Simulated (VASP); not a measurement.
# LiH (a cell with a defect) in VASP: further runs

Runs on LiH (a cell with a defect). Level: PBEsol. Tasks: relaxation of the atoms, single point.

Program: VASP 6.6.1. These are calculated values, not measurements. Logs are shortened: lines on timing, memory, paths and dates and some standing lists are left out, and cuts for length are marked.

## (1) The cell of the first run

The cell holds a defect, 62 atoms: a = 7.960 Å, b = 7.960 Å, c = 7.960 Å, α = 90.00°, β = 90.00°, γ = 90.00°.

## (2) Relaxation of the atoms, PBEsol

The input, INCAR:

```
SYSTEM = LiH
PREC = Accurate ; ENCUT = 520
EDIFF = 1E-6 ; ISMEAR = -1
SIGMA = 0.05 ; LREAL = Auto
LASPH = .TRUE. ; NELM = 60
ALGO = Normal ; ISIF = 2
LWAVE = .FALSE. ; LCHARG = .FALSE.
GGA = PS ; IBRION = 2
NSW = 100 ; EDIFFG = -0.03
ISYM = 0
```

The input, KPOINTS:

```
Automatic mesh
0
Gamma
  1 1 1
  0.25 0.25 0.25
```

The input, POSCAR:

```
LiH
1.0
    7.9599380000      0.0000000000      0.0000000000
    0.0000000000      7.9599380000      0.0000000000
    0.0000000000      0.0000000000      7.9599380000
H Li
31 31
Direct
    0.2519260000      0.9999630000      0.9988270000
    0.2496720000      0.9997840000      0.4990000000
    0.2508470000      0.4981170000      0.9968150000
    0.7468720000      0.9962460000      0.9992120000
    0.7475250000      0.0025920000      0.5028730000
    0.7488210000      0.4979010000      0.9963280000
    0.7493820000      0.5033950000      0.5017370000
    0.9972470000      0.2541480000      0.9972040000
    0.0048220000      0.2495450000      0.5030910000
    0.9974200000      0.7521540000      0.0018180000
    0.9967320000      0.7471400000      0.5073460000
    0.5046420000      0.2555180000      0.9990730000
    0.5029750000      0.2500790000      0.5002490000
    0.5019220000      0.7489490000      0.0024100000
    0.4987910000      0.7465690000      0.5023470000
    0.0047120000      0.0000020000      0.2495870000
    0.9977720000      0.0036010000      0.7521200000
    0.0006780000      0.4959510000      0.2459870000
    0.9971170000      0.4992150000      0.7513980000
    0.5007200000      0.0024490000      0.2474330000
    0.4995270000      0.9966890000      0.7474360000
    0.4964960000      0.5000710000      0.2490080000
    0.4965720000      0.4962000000      0.7462260000
    0.2506470000      0.2473610000      0.2504600000
    0.2498560000      0.2480510000      0.7521100000
    0.2524260000      0.7452050000      0.2464970000
    0.2450480000      0.7492960000      0.7494790000
    0.7520670000      0.2454920000      0.2486150000
    0.7534760000      0.2459810000      0.7507480000
    0.7535160000      0.7478210000      0.2508510000
    0.7503910000      0.7509140000      0.7491640000
    0.0046980000      0.0045410000      0.0002320000
    0.9987590000      0.4970090000      0.0001950000
    0.0030460000      0.5011390000      0.4984710000
    0.5017420000      0.9981110000      0.0041460000
    0.4976970000      0.0029310000      0.4956200000
    0.5044290000      0.5051470000      0.0012810000
    0.4966670000      0.4955390000      0.5011490000
    0.2542650000      0.2481520000      0.9963810000
    0.2494500000      0.2474710000      0.5031510000
    0.2494850000      0.7499650000      0.9987640000
    0.2509060000      0.7551570000      0.5010720000
    0.7514660000      0.2495860000      0.9971300000
    0.7494860000      0.2487230000      0.5043590000
    0.7541230000      0.7504470000      0.9980270000
    0.7517700000      0.7513600000      0.4954260000
    0.2521830000      0.0012920000      0.2510000000
    0.2505850000      0.0001450000      0.7468890000
    0.2476760000      0.4985990000      0.2434250000
    0.2475080000      0.4955830000      0.7526240000
    0.7469260000      0.0011530000      0.2518170000
    0.7454510000      0.9963220000      0.7525500000
    0.7481470000      0.5021180000      0.2507420000
    0.7526680000      0.4973320000      0.7476500000
    0.9984390000      0.2499950000      0.2489620000
    0.0008080000      0.2486170000      0.7507090000
    0.9984730000      0.7511690000      0.2475460000
    0.0017600000      0.7525740000      0.7500480000
    0.5029830000      0.2530000000      0.2491970000
    0.5007410000      0.2449670000      0.7501780000
    0.4990180000      0.7540310000      0.2488740000
    0.4984800000      0.7481850000      0.7515800000
```

Potentials or basis: VASP PAW PBE potentials, release 64 (H, Li_sv).

Launch:

```bash
$ cat potpaw_PBE.64/H/POTCAR potpaw_PBE.64/Li_sv/POTCAR > POTCAR
$ mpirun -np 1 vasp_std > vasp.out
```

OUTCAR:

```text
SYSTEM = LiH
   PREC = Accurate
   ENCUT = 520
   EDIFF = 1E-6
   ISMEAR = -1
   LREAL = Auto
   LASPH = .TRUE.
   NELM = 60
   ISIF = 2
   GGA = PS
   IBRION = 2
   NSW = 100
   EDIFFG = -0.03
   ISYM = 0

 ion  position               nearest neighbor table
   1  0.252  1.000  0.999-
   2  0.250  1.000  0.499-
   3  0.251  0.498  0.997-
   4  0.747  0.996  0.999-
   5  0.748  0.003  0.503-
   6  0.749  0.498  0.996-
[... 54 lines left out ...]
  61  0.499  0.754  0.249-
  62  0.498  0.748  0.752-

IMPORTANT INFORMATION: All symmetrisations will be switched off!
NOSYMM: (Re-)initialisation of all symmetry stuff for point group C_1.

----------------------------------------------------------------------------------------

                                     Primitive cell

  volume of cell :     504.3466

  direct lattice vectors                    reciprocal lattice vectors
     7.959938000  0.000000000  0.000000000     0.125629119  0.000000000  0.000000000
     0.000000000  7.959938000  0.000000000     0.000000000  0.125629119  0.000000000
     0.000000000  0.000000000  7.959938000     0.000000000  0.000000000  0.125629119

  length of vectors
     7.959938000  7.959938000  7.959938000     0.125629119  0.125629119  0.125629119

  position of ions in fractional coordinates (direct lattice)
     0.251926000  0.999963000  0.998827000
     0.249672000  0.999784000  0.499000000
     0.250847000  0.498117000  0.996815000
     0.746872000  0.996246000  0.999212000
     0.747525000  0.002592000  0.502873000
     0.748821000  0.497901000  0.996328000
[... 54 lines left out ...]
     0.499018000  0.754031000  0.248874000
     0.498480000  0.748185000  0.751580000

  ion indices of the primitive-cell ions
   primitive index   ion index
                 1           1
                 2           2
                 3           3
                 4           4
                 5           5
                 6           6
[... 54 lines left out ...]
                61          61
                62          62

----------------------------------------------------------------------------------------

 KPOINTS: Automatic mesh

Automatic generation of k-mesh.
 Grid dimensions read from file:
 generate k-points for:    1    1    1

 Generating k-lattice:

  Cartesian coordinates                     Fractional coordinates (reciprocal lattice)
     0.125629119  0.000000000  0.000000000     1.000000000  0.000000000  0.000000000
     0.000000000  0.125629119  0.000000000     0.000000000  1.000000000  0.000000000
     0.000000000  0.000000000  0.125629119     0.000000000  0.000000000  1.000000000

  Length of vectors
     0.125629119  0.125629119  0.125629119

  Shift w.r.t. Gamma in fractional coordinates (k-lattice)
     0.250000000  0.250000000  0.250000000

 Subroutine IBZKPT returns following result:
 ===========================================

 Found      4 irreducible k-points:

 Following reciprocal coordinates:
            Coordinates               Weight
  0.250000  0.250000  0.250000      2.000000
 -0.250000  0.250000  0.250000      2.000000
 -0.250000 -0.250000  0.250000      2.000000
  0.250000 -0.250000  0.250000      2.000000
   k-points           NKPTS =      4   k-points in BZ     NKDIM =      4   number of bands    NBANDS=     94
   number of dos      NEDOS =    301   number of ions     NIONS =     62
   total plane-waves  NPLWV = 216000
   dimension x,y,z NGX =    60 NGY =   60 NGZ =   60
   dimension x,y,z NGXF=   120 NGYF=  120 NGZF=  120
   ions per type =              31  31
   NGX,Y,Z   is equivalent  to a cutoff of  12.53, 12.53, 12.53 a.u.
   NGXF,Y,Z  is equivalent  to a cutoff of  25.06, 25.06, 25.06 a.u.
 SYSTEM =  LiH
   PREC   = accura    normal or accurate (medium, high low for compatibility)
   ISTART =      0    job   : 0-new  1-cont  2-samecut
   ICHARG =      2    charge: 1-file 2-atom 10-const
   ISPIN  =      1    spin polarized calculation?
   LNONCOLLINEAR =      F non collinear calculations
   LSORBIT =      F    spin-orbit coupling
   LASPH  =      T    aspherical Exc in radial PAW
   ENCUT  =  520.0 eV  38.22 Ry    6.18 a.u.  14.80 14.80 14.80*2*pi/ulx,y,z
   NELM   =     60;   NELMIN=  2; NELMDL= -5     # of ELM steps
   EDIFF  = 0.1E-05   stopping-criterion for ELM
   LREAL  =      T    real-space projection
   EDIFFG = -.3E-01   stopping-criterion for IOM
   NSW    =    100    number of steps for IOM
   IBRION =      2    ionic relax: 0-MD 1-quasi-New 2-CG
   NFREE  =      1    steps in history (QN), initial steepest desc. (CG)
   ISIF   =      2    stress and relaxation
   ISYM   =      0    0-nonsym 1-usesym 2-fastsym
   POTIM  = 0.5000    time-step for ionic-motion
   TEBEG  =    0.0;   TEEND  =   0.0 temperature during run
   PSTRESS=    0.0 pullay stress
   NELECT =     124.0000    total number of electrons
   NUPDOWN=      -1.0000    fix difference up-down
   EMIN   =  10.00;   EMAX   =-10.00  energy-range for DOS
   EFERMI =   0.00;   METHOD = LEGACY
   ISMEAR =    -1;   SIGMA  =   0.05  broadening in eV -4-tet -1-fermi 0-gaus
   EFERMI_NEDOS =   21; number of points for ismear=-14 and -15
   IALGO  =     38    algorithm
   IMIX   =      4    mixing-type and parameters
     AMIX     =   0.40;   BMIX     =  1.00
     AMIX_MAG =   1.60;   BMIX_MAG =  1.00
  volume/ion in A,a.u.               =       8.13        54.90
  Fermi-wavevector in a.u.,A,eV,Ry     =   1.025587  1.938078 14.310989  1.051828
  Thomas-Fermi vector in A             =   2.159435
   LORBIT       =      0    0 simple, 1 ext, 2 COOP (PROOUT), +10 PAW based schemes
   GGA     = PS    functional components
   LHFCALC =     F    Hartree Fock is set to
   AEXX    =    0.0000 exact exchange contribution
   IVDW    =     0    specifies the selected vdW correction
   LEPSILON=     F    determine dielectric tensor
   LRPA    =     F    only Hartree local field effects (RPA)
 conjugate gradient relaxation of ions
 non-spin polarized calculation
  energy-cutoff  :      520.00
  volume of cell :      504.35
 maximum number of plane-waves:     13577
   NGX = 29   NGY = 29   NGZ = 29

--------------------------------------- Ionic step        1  -------------------------------------------

 number of electron     123.9999973 magnetization

 Free energy of the ion-electron system (eV)
  ---------------------------------------------------
  ext. energy  EPLUGINS =         0.00000000
  ---------------------------------------------------
  free energy    TOTEN  =      -187.27419104 eV

  energy without entropy =     -187.27419029  energy(sigma->0) =     -187.27419066

------------------------ aborting loop because EDIFF is reached ----------------------------------------

  FORCE on cell =-STRESS in cart. coord.  units (eV):
  Direction    XX          YY          ZZ          XY          YZ          ZX
  --------------------------------------------------------------------------------------
  -------------------------------------------------------------------------------------
  Total       -1.6990712     -1.9233715     -0.2694997     -0.0942368     -0.0768420     -0.1100876
  in kB       -5.3975058     -6.1100492     -0.8561301     -0.2993658     -0.2441069     -0.3497196
  external PRESSURE =      -4.1212284 kB  Pullay stress =       0.0000000 kB
[... 753 lines left out ...]
  energy  without entropy=     -188.3220602371  energy(sigma->0) =     -188.32206024

--------------------------------------- Ionic step        9  -------------------------------------------

 number of electron     123.9999876 magnetization

 Free energy of the ion-electron system (eV)
  ---------------------------------------------------
  ext. energy  EPLUGINS =         0.00000000
  ---------------------------------------------------
  free energy    TOTEN  =      -188.32321399 eV

  energy without entropy =     -188.32321399  energy(sigma->0) =     -188.32321399

 E-fermi :   1.0269     XC(G=0):  -8.5391

 val. band max:       -0.2871655444   @ k =  -0.2500   0.2500   0.2500
 cond. band min:       2.4996429353   @ k =   0.2500  -0.2500   0.2500
 fundamental gap:      2.7868084797
 Fermi energy:         1.0269198611

 k-point     1 :       0.2500    0.2500    0.2500
  band No.  band energies     occupation
      1     -43.9218      2.00000
      2     -43.9194      2.00000
      3     -43.8126      2.00000
      4     -43.6649      2.00000
      5     -43.6622      2.00000
      6     -43.6386      2.00000
[... 66 lines left out ...]
     73       5.1079      0.00000
     74       5.1436      0.00000

 k-point     2 :      -0.2500    0.2500    0.2500
  band No.  band energies     occupation
      1     -43.9218      2.00000
      2     -43.9194      2.00000
      3     -43.8126      2.00000
      4     -43.6649      2.00000
      5     -43.6622      2.00000
      6     -43.6386      2.00000
[... 66 lines left out ...]
     73       5.1083      0.00000
     74       5.1454      0.00000

 k-point     3 :      -0.2500   -0.2500    0.2500
  band No.  band energies     occupation
      1     -43.9218      2.00000
      2     -43.9194      2.00000
      3     -43.8126      2.00000
      4     -43.6649      2.00000
      5     -43.6622      2.00000
      6     -43.6386      2.00000
[... 66 lines left out ...]
     73       5.1083      0.00000
     74       5.1447      0.00000

 k-point     4 :       0.2500   -0.2500    0.2500
  band No.  band energies     occupation
      1     -43.9218      2.00000
      2     -43.9194      2.00000
      3     -43.8126      2.00000
      4     -43.6649      2.00000
      5     -43.6622      2.00000
      6     -43.6386      2.00000
[... 66 lines left out ...]
     73       5.1090      0.00000
     74       5.1442      0.00000
 [bands above 74 left out]

------------------------ aborting loop because EDIFF is reached ----------------------------------------

  FORCE on cell =-STRESS in cart. coord.  units (eV):
  Direction    XX          YY          ZZ          XY          YZ          ZX
  --------------------------------------------------------------------------------------
  -------------------------------------------------------------------------------------
  Total       -0.7897611     -0.2549229      0.4428960     -0.0097026     -0.0105751     -0.0255745
  in kB       -2.5088647     -0.8098234      1.4069651     -0.0308226     -0.0335945     -0.0812434
  external PRESSURE =      -0.6372410 kB  Pullay stress =       0.0000000 kB
[... 77 lines left out ...]
  FREE ENERGIE OF THE ION-ELECTRON SYSTEM (eV)
  ---------------------------------------------------
  free  energy   TOTEN  =      -188.3232139919 eV

  energy  without entropy=     -188.3232139919  energy(sigma->0) =     -188.32321399

 reached required accuracy - stopping structural energy minimisation
```

Run time: 36 min. Hardware: 1 thread of Intel Xeon 8259CL, shared host; peak memory 0.6 GiB.

What came out:

| Quantity | Value |
| --- | --- |
| Free energy | -188.3232 eV |
| Energy gained by relaxing | 16.9 meV/atom |
| Ionic steps | 9 |
| Largest force after relaxing | 0.014 eV/Å |
| Band gap on the k mesh | 2.79 eV |

Forces on the atoms (eV/Å):
```
H    0.002 -0.004  0.000
H   -0.001  0.001  0.003
H   -0.003  0.002  0.007
H   -0.001 -0.002 -0.002
H    0.005  0.002 -0.001
H   -0.003 -0.003  0.003
H    0.001  0.003 -0.001
H   -0.007  0.004 -0.001
H    0.005 -0.001 -0.003
H   -0.005 -0.003  0.000
H    0.008 -0.003  0.003
H   -0.005 -0.002  0.002
H   -0.010  0.009 -0.001
H    0.001  0.001  0.001
H   -0.003 -0.005  0.000
H    0.003 -0.006  0.008
H    0.006  0.000 -0.011
H   -0.001  0.004 -0.010
H   -0.001  0.002  0.009
H    0.003 -0.004 -0.003
H    0.007  0.005  0.000
H   -0.003 -0.001  0.002
H    0.004  0.002 -0.001
H   -0.005  0.002 -0.002
H   -0.003  0.010  0.003
H    0.003 -0.001 -0.004
H    0.003  0.000  0.001
H   -0.003 -0.006 -0.003
H    0.003  0.001  0.000
H    0.000 -0.001 -0.002
H    0.003  0.004  0.000
Li   0.010 -0.005 -0.004
Li  -0.002 -0.002  0.004
Li   0.003 -0.004  0.000
Li  -0.007  0.003  0.001
Li   0.010 -0.001 -0.002
Li   0.000 -0.001  0.007
Li  -0.005 -0.002  0.001
Li  -0.004  0.001  0.003
Li  -0.013 -0.006  0.000
Li   0.004 -0.002  0.000
Li  -0.006  0.007  0.004
Li  -0.003  0.007 -0.001
Li   0.009 -0.001 -0.001
Li  -0.007 -0.009 -0.006
Li   0.013  0.001 -0.002
Li  -0.004 -0.003 -0.003
Li   0.000  0.002  0.003
Li   0.000  0.004  0.011
Li   0.004  0.003 -0.006
Li  -0.001 -0.002  0.007
Li   0.009  0.003 -0.009
Li  -0.004  0.001 -0.002
Li  -0.002  0.000  0.005
Li  -0.005 -0.005 -0.011
Li  -0.003  0.000  0.004
Li  -0.007  0.002 -0.009
Li   0.000 -0.001  0.008
Li  -0.005 -0.004 -0.001
Li   0.000  0.003  0.001
Li   0.003  0.003 -0.005
Li   0.009  0.002  0.006
```

Step by step:
| step | energy change (eV) | largest force (eV/Å) | pressure (GPa) |
| --- | --- | --- | --- |
| 1 | 0.0000 | 1.1273 | -0.41 |
| 2 | -0.4180 | 0.8464 | -0.37 |
| 3 | -0.9751 | 0.1863 | -0.10 |
| 4 | -0.9753 | 0.1777 | -0.09 |
| 5 | -1.0074 | 0.1269 | -0.09 |
| 6 | -1.0403 | 0.0660 | -0.07 |
| 7 | -1.0464 | 0.0317 | -0.07 |
| 8 | -1.0479 | 0.0305 | -0.06 |
| 9 | -1.0490 | 0.0142 | -0.06 |

Final structure:
```
H Li
1.0
     7.95994    0.00000    0.00000
     0.00000    7.95994    0.00000
     0.00000    0.00000    7.95994
H Li
31 31
Direct
  0.25318 0.99978 0.99977
  0.26733 0.99960 0.49951
  0.25126 0.49947 0.99930
  0.74817 0.99974 0.00008
  0.73474 0.99948 0.50003
  0.74910 0.49981 0.99953
  0.74971 0.49941 0.49988
  0.00158 0.25269 0.99982
  0.00921 0.27373 0.50000
  0.00125 0.74669 0.99988
  0.00825 0.72622 0.49965
  0.49972 0.25160 0.99958
  0.49305 0.25753 0.49979
  0.49904 0.74765 0.99969
  0.49215 0.74120 0.49967
  0.00249 0.00013 0.23649
  0.00187 0.99956 0.76356
  0.00234 0.49957 0.24868
  0.00206 0.49952 0.75079
  0.49905 0.99987 0.24812
  0.49852 0.99911 0.75160
  0.49589 0.49968 0.25300
  0.49511 0.49933 0.74601
  0.25055 0.25426 0.25338
  0.25017 0.25339 0.74608
  0.24976 0.74511 0.25346
  0.24942 0.74500 0.74597
  0.75073 0.25100 0.25148
  0.75015 0.25038 0.74835
  0.75028 0.74879 0.25147
  0.74978 0.74837 0.74834
  0.99888 0.00009 0.00006
  0.99588 0.49969 0.99949
  0.97718 0.49994 0.49971
  0.50197 0.99936 0.99979
  0.50198 0.99961 0.49971
  0.50360 0.49974 0.99921
  0.52312 0.49943 0.49957
  0.24922 0.24473 0.99952
  0.24124 0.22070 0.49977
  0.24847 0.75463 0.99965
  0.24036 0.77865 0.49954
  0.75182 0.24663 0.99982
  0.75842 0.23813 0.49996
  0.75175 0.75278 0.00008
  0.75773 0.76098 0.49991
  0.24630 0.99999 0.24910
  0.24574 0.99944 0.75027
  0.24712 0.49957 0.22873
  0.24655 0.49929 0.77011
  0.75631 0.99984 0.25435
  0.75540 0.99934 0.74579
  0.75229 0.49976 0.24651
  0.75203 0.49957 0.75271
  0.00139 0.24544 0.25486
  0.00099 0.24483 0.74500
  0.00109 0.75444 0.25471
  0.00056 0.75443 0.74498
  0.49994 0.24903 0.25170
  0.49943 0.24841 0.74770
  0.49920 0.75039 0.25195
  0.49861 0.75019 0.74742
```

Levels at points of the mesh, in eV from the valence-band top:
```csv
k point,band 59,band 60,band 61,band 62,band 63,band 64,band 65,band 66
"(0.25, 0.25, 0.25)",-0.38,-0.29,-0.18,0.00,2.79,4.45,4.47,4.65
```

Caveat: the cutoff is under 1.25 times the usual one of these potentials, so pressure, stress and relaxed cells hold a basis-set (Pulay) error; the PAW data sets were made with another functional, which shifts forces and pressure a little.

[end of part 1 of 2]
